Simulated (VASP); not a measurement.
Here is a VASP 6.6.1 calculation.

Contents of INCAR:

```
PREC = Accurate ; ENCUT = 520
EDIFF = 1E-6 ; ISMEAR = 0
SIGMA = 0.1 ; LREAL = False
LASPH = True ; NELM = 80
ALGO = Normal ; ISIF = 2
LWAVE = False ; LCHARG = False
LDIPOL = True ; IDIPOL = 3
DIPOL = 0.5 0.5 0.341 ; GGA = PE
NBANDS = 38
```

The input KPOINTS:

```
Automatic mesh
0
Gamma
  7 7 1
```

The input POSCAR:

```
Ge4N
1.0
    4.0740542166      0.0000000000      0.0000000000
    0.0000000000      4.0740542166      0.0000000000
    0.0000000000      0.0000000000     19.8557568530
Ge N
4 1
Direct
    0.0000000000      0.5000000000      0.2014529101
    0.0000000000      0.0000000000      0.2739958855
    0.5000000000      0.0000000000      0.3493666166
    0.5000000000      0.5000000000      0.4208228835
    0.8750000000      0.5000000000      0.4610103626
```

Potentials or basis: VASP PAW PBE potentials, release 64 (Ge_d, N).

The run is started by

```console
$ cat potpaw_PBE.64/Ge_d/POTCAR potpaw_PBE.64/N/POTCAR > POTCAR
$ mpirun -np 1 vasp_std > vasp.out
```

Q: Predict the largest force.

A: 0.926 eV/Å.

Q: What does it give for the band gap on the k mesh?

A: Zero (an odd number of electrons rules out a gap without spin polarisation).

Forces in eV/Å, atoms in the order of the input:
```
Ge   0.166  0.000 -0.055
Ge  -0.247  0.000  0.354
Ge  -0.143  0.000 -0.833
Ge  -0.701  0.000  0.566
N    0.926  0.000 -0.032
```

Caveat: an odd number of electrons without spin polarisation forces a metal; a magnetic or distorted state may lie lower.
